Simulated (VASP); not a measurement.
# Al3Cu (P4/mmm) in VASP: a series of runs, part 2 of 2

VASP 6.6.1. The steps go on from the part before.

### 5 Overview

| cell | gap on the mesh (eV) | pressure (GPa) |
| --- | --- | --- |
| a = 3.767, b = 3.767, c = 4.253 Å, 4 atoms | none | -3.5 |
| a = 3.722, b = 3.722, c = 4.465 Å, 4 atoms | none | -4.0 |
| a = 4.202, b = 4.202, c = 3.503 Å, 4 atoms | none | -5.7 |

Alike in all rows: task single point; level LDA; potentials or basis VASP PAW LDA potentials, release 64 (Al, Cu); no spin polarisation; k mesh 12 × 12 × 12; cutoff (eV) 520; smearing gaussian 0.15 eV.

Total energies depend on the potentials used, so only differences within one code and one set of settings carry meaning.
